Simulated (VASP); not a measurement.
# Te (P6_3/mmc) in VASP: a series of runs

Te is run at these levels: PBEsol; tasks: single point.

All numbers are computed with VASP 6.6.1; they aren't measurements. Logs are shortened: lines on timing, memory, paths and dates and some standing lists are left out, and cuts for length are marked.

**1. The cell of the first run**

Symmetry: P6_3/mmc, No. 194, hexagonal system. The conventional cell has a = 2.686 Å, b = 2.686 Å, c = 4.249 Å, α = 90.00°, β = 90.00°, γ = 120.00°. Within 3.5 Å of Te (site symmetry -6m2) lie 12 Te at 2.63 to 2.69 Å.

**2. Single point, PBEsol**

Contents of INCAR:

```
PREC = Accurate
ENCUT = 520
EDIFF = 1E-6
ISMEAR = -1
SIGMA = 0.08
LREAL = F
LASPH = T
NELM = 60
ALGO = Normal
ISIF = 2
LWAVE = F
LCHARG = F
GGA = PS
NBANDS = 13
```

Contents of KPOINTS:

```
Automatic mesh
0
Gamma
  14 14 8
```

Contents of POSCAR:

```
Te
1.0
    2.6856142709      0.0000000000      0.0000000000
   -1.3428071355      2.3258101833      0.0000000000
    0.0000000000      0.0000000000      4.2493134084
Te
2
Direct
    0.3333333333      0.6666666667      0.2500000000
    0.6666666667      0.3333333333      0.7500000000
```

Potentials or basis: VASP PAW PBE potentials, release 64 (Te).

Launch:

```
$ cat potpaw_PBE.64/Te/POTCAR > POTCAR
$ mpirun -np 1 vasp_std > vasp.out
```

OUTCAR:

```text
PREC = Accurate
   ENCUT = 520
   EDIFF = 1E-6
   ISMEAR = -1
   LREAL = F
   LASPH = T
   NELM = 60
   ISIF = 2
   GGA = PS

 ion  position               nearest neighbor table
   1  0.333  0.667  0.250-   2 2.63   2 2.63   2 2.63   2 2.63   2 2.63   2 2.63
   2  0.667  0.333  0.750-   1 2.63   1 2.63   1 2.63   1 2.63   1 2.63   1 2.63

  LATTYP: Found a hexagonal cell.
 ALAT       =     2.6856142709
 C/A-ratio  =     1.5822500850

  Lattice vectors:

 A1 = (   2.6856142709,   0.0000000000,   0.0000000000)
 A2 = (  -1.3428071355,   2.3258101833,   0.0000000000)
 A3 = (   0.0000000000,   0.0000000000,   4.2493134084)

Analysis of symmetry for initial positions (statically):
=====================================================================
 Subroutine PRICEL returns:
 Original cell was already a primitive cell.

 Routine SETGRP: Setting up the symmetry group for a
 hexagonal supercell.

 Subroutine GETGRP returns: Found 24 space group operations
 (whereof 12 operations were pure point group operations)
 out of a pool of 24 trial point group operations.

The static configuration has the point symmetry D_3d.
 The point group associated with its full space group is D_6h.

Analysis of symmetry for dynamics (positions and initial velocities):
=====================================================================
 Subroutine PRICEL returns:
 Original cell was already a primitive cell.

 Routine SETGRP: Setting up the symmetry group for a
 hexagonal supercell.

 Subroutine GETGRP returns: Found 24 space group operations
 (whereof 12 operations were pure point group operations)
 out of a pool of 24 trial point group operations.

The dynamic configuration has the point symmetry D_3d.
 The point group associated with its full space group is D_6h.

 Subroutine INISYM returns: Found 24 space group operations
 (whereof 12 operations are pure point group operations),
 and found     1 'primitive' translations

----------------------------------------------------------------------------------------

                                     Primitive cell

  volume of cell :      26.5422

  direct lattice vectors                    reciprocal lattice vectors
     2.685614271  0.000000000  0.000000000     0.372354292  0.214978851  0.000000000
    -1.342807135  2.325810183  0.000000000     0.000000000  0.429957701  0.000000000
[... 93 lines left out ...]
   POTIM  = 0.5000    time-step for ionic-motion
   TEBEG  =    0.0;   TEEND  =   0.0 temperature during run
   PSTRESS=    0.0 pullay stress
   NELECT =      12.0000    total number of electrons
   NUPDOWN=      -1.0000    fix difference up-down
   EMIN   =  10.00;   EMAX   =-10.00  energy-range for DOS
   EFERMI =   0.00;   METHOD = LEGACY
   ISMEAR =    -1;   SIGMA  =   0.08  broadening in eV -4-tet -1-fermi 0-gaus
   EFERMI_NEDOS =   21; number of points for ismear=-14 and -15
   IALGO  =     38    algorithm
   IMIX   =      4    mixing-type and parameters
     AMIX     =   0.40;   BMIX     =  1.00
     AMIX_MAG =   1.60;   BMIX_MAG =  1.00
  volume/ion in A,a.u.               =      13.27        89.56
  Fermi-wavevector in a.u.,A,eV,Ry     =   1.256482  2.374407 21.480166  1.578748
  Thomas-Fermi vector in A             =   2.390188
   LORBIT       =      0    0 simple, 1 ext, 2 COOP (PROOUT), +10 PAW based schemes
   GGA     = PS    functional components
   LHFCALC =     F    Hartree Fock is set to
   AEXX    =    0.0000 exact exchange contribution
   IVDW    =     0    specifies the selected vdW correction
   LEPSILON=     F    determine dielectric tensor
   LRPA    =     F    only Hartree local field effects (RPA)
 non-spin polarized calculation
  energy-cutoff  :      520.00
  volume of cell :       26.54
 maximum number of plane-waves:       732
 NGX is ok and might be reduce to    20

 number of electron      12.0000001 magnetization

 Free energy of the ion-electron system (eV)
  ---------------------------------------------------
  ext. energy  EPLUGINS =         0.00000000
  ---------------------------------------------------
  free energy    TOTEN  =         3.94126745 eV

  energy without entropy =        3.95399806  energy(sigma->0) =        3.94763275

 E-fermi :  22.7669     XC(G=0): -13.8204

 val. band max:       22.7600129929   @ k =   0.4286   0.0000   0.5000
 cond. band min:      22.7739235119   @ k =   0.2143   0.0000   0.0000
 fundamental gap:      0.0139105189
 Fermi energy:        22.7669008377

 k-point     1 :       0.0000    0.0000    0.0000
  band No.  band energies     occupation
      1      -0.6686      2.00000
      2       8.4275      2.00000
      3       8.9102      2.00000
      4      26.6727      0.00000
      5      26.6727      0.00000
      6      29.6656      0.00000
      7      29.6767      0.00000
      8      29.6767      0.00000
      9      30.6188      0.00000
     10      32.1614      0.00000
     11      34.6156      0.00000
     12      35.6783      0.00000
     13      35.9312      0.00000
[... 354 lines left out ...]
  band No.  band energies     occupation
      1       8.3439      2.00000
      2       9.2005      2.00000
      3      11.6586      2.00000
      4      17.3593      2.00000
      5      17.4201      2.00000
      6      17.6205      2.00000
      7      18.6570      2.00000
      8      19.6135      2.00000
      9      22.9363      0.21489
     10      35.2961      0.00000
     11      37.9839      0.00000
     12      38.4633      0.00000
     13      40.3901      0.00000

 [... further k-points ...]

------------------------ aborting loop because EDIFF is reached ----------------------------------------

  FORCE on cell =-STRESS in cart. coord.  units (eV):
  Direction    XX          YY          ZZ          XY          YZ          ZX
  --------------------------------------------------------------------------------------
  -------------------------------------------------------------------------------------
  Total       39.3247932     39.3247932     39.5610118     -0.0000000      0.0000000      0.0000000
  in kB     2373.7794290   2373.7794289   2388.0383951     -0.0000001      0.0000000      0.0000000
  external PRESSURE =    2378.5324177 kB  Pullay stress =       0.0000000 kB

 VOLUME and BASIS-vectors are now :
 -----------------------------------------------------------------------------
  energy-cutoff  :      520.00
  volume of cell :       26.54
      direct lattice vectors                 reciprocal lattice vectors
     2.685614271  0.000000000  0.000000000     0.372354292  0.214978851  0.000000000
    -1.342807135  2.325810183  0.000000000     0.000000000  0.429957701  0.000000000
     0.000000000  0.000000000  4.249313408     0.000000000  0.000000000  0.235332136

 POSITION                                       TOTAL-FORCE (eV/Angst)
 -----------------------------------------------------------------------------------
     -0.00000      1.55054      1.06233         0.000000      0.000000      0.000000
      1.34281      0.77527      3.18699        -0.000000      0.000000      0.000000
 -----------------------------------------------------------------------------------
    total drift:                                0.000000     -0.000000      0.000000

  FREE ENERGIE OF THE ION-ELECTRON SYSTEM (eV)
  ---------------------------------------------------
  free  energy   TOTEN  =         3.9412674467 eV

  energy  without entropy=        3.9539980598  energy(sigma->0) =        3.94763275
```

OSZICAR:

```text
N       E                     dE             d eps       ncg     rms          rms(c)
DAV:   1     0.580523132398E+02    0.58052E+02   -0.53135E+03  3120   0.820E+02
DAV:   2     0.581783320460E+01   -0.52234E+02   -0.49618E+02  4114   0.143E+02
DAV:   3     0.375530474371E+01   -0.20625E+01   -0.20347E+01  3929   0.288E+01
DAV:   4     0.374387777575E+01   -0.11427E-01   -0.11426E-01  3847   0.277E+00
DAV:   5     0.374379750591E+01   -0.80270E-04   -0.80270E-04  3915   0.252E-01    0.362E+01
DAV:   6     0.387253168912E+01    0.12873E+00   -0.14640E-02  3555   0.726E-01    0.220E+01
DAV:   7     0.394066893710E+01    0.68137E-01   -0.26376E-02  3487   0.993E-01    0.435E-01
DAV:   8     0.394122629313E+01    0.55736E-03   -0.92031E-04  3853   0.190E-01    0.871E-02
DAV:   9     0.394125739791E+01    0.31105E-04   -0.44641E-05  3921   0.390E-02    0.368E-02
DAV:  10     0.394126685904E+01    0.94611E-05   -0.35868E-06  3855   0.108E-02    0.132E-02
DAV:  11     0.394126744668E+01    0.58764E-06   -0.20815E-07  2315   0.301E-03
   1 F= 0.39412674E+01 E0= 0.39476328E+01  d E =-.127306E-01
```

It took 11 s on 1 thread of Intel Xeon 6975P-C (Granite Rapids), shared host; peak memory 0.16 GiB.

What came out:

* Free energy: 3.9413 eV
* Pressure: 237.9 GPa
* Band gap on the k mesh: zero (band 6 reaches 29.67 eV, above the bottom of band 7 at 18.66 eV)

Caveat: the PAW data sets were made with another functional, which shifts forces and pressure a little; spin-orbit coupling is left out, which moves the levels of the heavy elements.

**3. Single point, PBEsol**

Contents of INCAR:

```
SYSTEM = Te
ALGO = Normal ; EDIFF = 1E-6
ENCUT = 520 ; GGA = PS
ISIF = 2 ; ISMEAR = -1
LASPH = .True. ; LCHARG = .False.
LREAL = .False. ; LWAVE = .False.
NBANDS = 13 ; NELM = 100
PREC = Accurate ; SIGMA = 0.08
```

Contents of KPOINTS:

```
k-points
0
Gamma
  14 14 8
  0 0 0
```

POSCAR is that of step 2.

Potentials or basis: VASP PAW PBE potentials, release 64 (Te).

Launch:

```
$ cat potpaw_PBE.64/Te/POTCAR > POTCAR
$ mpirun -np 1 vasp_std > vasp.out
```

Run time: 11 s. Hardware: 1 thread of Intel Xeon 6975P-C (Granite Rapids), shared host; peak memory 0.16 GiB.

The run converged. Its results:

```yaml
Free_energy: 3.9413 eV
Pressure: 237.9 GPa
Band_gap_on_the_k_mesh: zero (band 6 reaches 29.67 eV, above the bottom of band 7 at 18.66 eV)
```

Stress tensor (GPa, compression positive):
```
237.38   0.00   0.00
  0.00 237.38   0.00
  0.00   0.00 238.80
```

Levels at points of the mesh, in eV from the Fermi level:
```tsv
k point	band 2	band 3	band 4	band 5	band 6	band 7	band 8	band 9	band 10	band 11
(0.00, 0.00, 0.00)	-14.34	-13.86	3.91	3.91	6.90	6.91	6.91	7.85	9.39	11.85
(0.50, 0.00, 0.00)	-15.11	-7.43	-7.35	-6.92	-4.12	-2.85	2.52	4.79	6.40	9.44
(0.00, 0.00, 0.50)	-21.13	-2.71	-2.71	5.75	5.75	5.75	5.75	7.15	7.15	9.89
(0.50, 0.00, 0.50)	-13.98	-12.73	-12.73	-0.19	-0.19	1.90	1.90	3.89	3.89	7.08
```

Caveat: the PAW data sets were made with another functional, which shifts forces and pressure a little; spin-orbit coupling is left out, which moves the levels of the heavy elements.

**4. Single point, PBEsol**

This run uses another cell than the first one, of 15.34 Å³/atom, 1.156 times its volume.

Contents of INCAR:

```
SYSTEM = Te
ALGO = Normal
EDIFF = 1E-6
ENCUT = 520
GGA = PS
ISIF = 2
ISMEAR = -1
LASPH = .True.
LCHARG = .False.
LREAL = .False.
LWAVE = .False.
NBANDS = 13
NELM = 80
PREC = Accurate
SIGMA = 0.08
```

KPOINTS is that of step 3.

Contents of POSCAR:

```
Te
1.0
    2.8318642948      0.0000000000      0.0000000000
   -1.4159321474      2.4524664194      0.0000000000
    0.0000000000      0.0000000000      4.4162331155
Te
2
Direct
    0.3333333333      0.6666666667      0.2500000000
    0.6666666667      0.3333333333      0.7500000000
```

Launch:

```
$ cat potpaw_PBE.64/Te/POTCAR > POTCAR
$ mpirun -np 1 vasp_std > vasp.out
```

It took 13 s on 1 thread of Intel Xeon 6975P-C (Granite Rapids), shared host; peak memory 0.17 GiB.

It converged, with:

```yaml
Free_energy: -0.7287 eV
Pressure: 135.4 GPa
Band_gap_on_the_k_mesh: zero (band 6 reaches 25.09 eV, above the bottom of band 7 at 15.60 eV)
```

Stress tensor (GPa, compression positive):
```
135.18   0.00   0.00
  0.00 135.18   0.00
  0.00   0.00 135.88
```

Levels at points of the mesh, in eV from the Fermi level:
| k point | band 3 | band 4 | band 5 | band 6 | band 7 | band 8 | band 9 | band 10 |
| --- | --- | --- | --- | --- | --- | --- | --- | --- |
| (0.00, 0.00, 0.00) | -11.94 | 3.06 | 3.06 | 5.99 | 5.99 | 7.53 | 7.64 | 9.06 |
| (0.50, 0.00, 0.00) | -6.79 | -6.41 | -6.37 | -3.32 | -2.53 | 2.46 | 4.16 | 6.80 |
| (0.00, 0.00, 0.50) | -2.13 | -2.13 | 4.71 | 4.71 | 4.71 | 4.71 | 7.71 | 7.71 |
| (0.50, 0.00, 0.50) | -11.17 | -11.17 | -0.20 | -0.20 | 1.66 | 1.66 | 4.29 | 4.29 |

Caveat: the PAW data sets were made with another functional, which shifts forces and pressure a little; spin-orbit coupling is left out, which moves the levels of the heavy elements.

**5. Single point, PBEsol**

This run uses another cell than the first one, of 17.69 Å³/atom, 1.333 times its volume.

Contents of INCAR:

```
SYSTEM = Te
PREC = Accurate
ENCUT = 520
EDIFF = 1E-7
ISMEAR = -1
SIGMA = 0.08
LREAL = .FALSE.
LASPH = .TRUE.
NELM = 60
ALGO = Normal
ISIF = 2
LWAVE = .FALSE.
LCHARG = .FALSE.
GGA = PS
NBANDS = 13
```

Contents of KPOINTS:

```
regular mesh
0
G
  14 14 8
  0 0 0
```

Contents of POSCAR:

```
Te
1.0
    2.9915765196      0.0000000000      0.0000000000
   -1.4957882598      2.5907812634      0.0000000000
    0.0000000000      0.0000000000      4.5660907696
Te
2
Direct
    0.3333333333      0.6666666667      0.2500000000
    0.6666666667      0.3333333333      0.7500000000
```

Potentials or basis: VASP PAW PBE potentials, release 64 (Te).

Launch:

```
$ cat potpaw_PBE.64/Te/POTCAR > POTCAR
$ mpirun -np 1 vasp_std > vasp.out
```

OUTCAR:

```text
SYSTEM = Te
   PREC = Accurate
   ENCUT = 520
   EDIFF = 1E-7
   ISMEAR = -1
   LREAL = .FALSE.
   LASPH = .TRUE.
   NELM = 60
   ISIF = 2
   GGA = PS

 ion  position               nearest neighbor table
   1  0.333  0.667  0.250-   2 2.86   2 2.86   2 2.86   2 2.86   2 2.86   2 2.86
   2  0.667  0.333  0.750-   1 2.86   1 2.86   1 2.86   1 2.86   1 2.86   1 2.86

  LATTYP: Found a hexagonal cell.
 ALAT       =     2.9915765196
 C/A-ratio  =     1.5263158872

  Lattice vectors:
[... 563 lines left out ...]
      6      11.9035      2.00000
      7      12.9247      2.00000
      8      13.5078      2.00000
      9      17.7309      0.00000
     10      26.6854      0.00000
     11      29.3584      0.00000
     12      29.4314      0.00000
     13      32.3878      0.00000

 [... further k-points ...]
[... 5 lines left out ...]
  --------------------------------------------------------------------------------------
  -------------------------------------------------------------------------------------
  Total       16.0783506     16.0783506     16.0609221      0.0000000      0.0000000      0.0000000
  in kB      727.9083036    727.9083036    727.1192694      0.0000000      0.0000000      0.0000000
  external PRESSURE =     727.6452922 kB  Pullay stress =       0.0000000 kB

 VOLUME and BASIS-vectors are now :
 -----------------------------------------------------------------------------
  energy-cutoff  :      520.00
  volume of cell :       35.39
      direct lattice vectors                 reciprocal lattice vectors
     2.991576520  0.000000000  0.000000000     0.334271911  0.192991978  0.000000000
    -1.495788260  2.590781263  0.000000000     0.000000000  0.385983956  0.000000000
     0.000000000  0.000000000  4.566090770     0.000000000  0.000000000  0.219005721

 POSITION                                       TOTAL-FORCE (eV/Angst)
 -----------------------------------------------------------------------------------
     -0.00000      1.72719      1.14152         0.000000     -0.000000      0.000000
      1.49579      0.86359      3.42457        -0.000000      0.000000      0.000000
 -----------------------------------------------------------------------------------
    total drift:                               -0.000000      0.000000      0.000000

  FREE ENERGIE OF THE ION-ELECTRON SYSTEM (eV)
  ---------------------------------------------------
  free  energy   TOTEN  =        -3.7000796962 eV

  energy  without entropy=       -3.6856434742  energy(sigma->0) =       -3.69286159
```

It took 14 s on 1 thread of Intel Xeon 6975P-C (Granite Rapids), shared host; peak memory 0.18 GiB.

Results:

- Free energy: -3.7001 eV
- Pressure: 72.8 GPa
- Band gap on the k mesh: zero (band 6 reaches 20.86 eV, above the bottom of band 7 at 12.92 eV)

Stress tensor (GPa, compression positive):
```
72.79  0.00  0.00
 0.00 72.79  0.00
 0.00  0.00 72.71
```

Caveat: the PAW data sets were made with another functional, which shifts forces and pressure a little; spin-orbit coupling is left out, which moves the levels of the heavy elements.

**6. The runs side by side**

| cell | gap on the mesh (eV) | pressure (GPa) |
| --- | --- | --- |
| a = 2.686, b = 2.686, c = 4.249 Å, angles 90.0, 90.0, 120.0°, 2 atoms | none | 237.9 |
| a = 2.832, b = 2.832, c = 4.416 Å, angles 90.0, 90.0, 120.0°, 2 atoms | none | 135.4 |
| a = 2.992, b = 2.992, c = 4.566 Å, angles 90.0, 90.0, 120.0°, 2 atoms | none | 72.8 |

Alike in all rows: task single point; level PBEsol; potentials or basis VASP PAW PBE potentials, release 64 (Te); no spin polarisation; k mesh 14 × 14 × 8; cutoff (eV) 520; smearing fermi-dirac 0.08 eV.

Caveats: the PAW data sets were made with another functional, which shifts forces and pressure a little; spin-orbit coupling is left out, which moves the levels of the heavy elements.

Absolute energies hang on the potentials; compare differences alone.
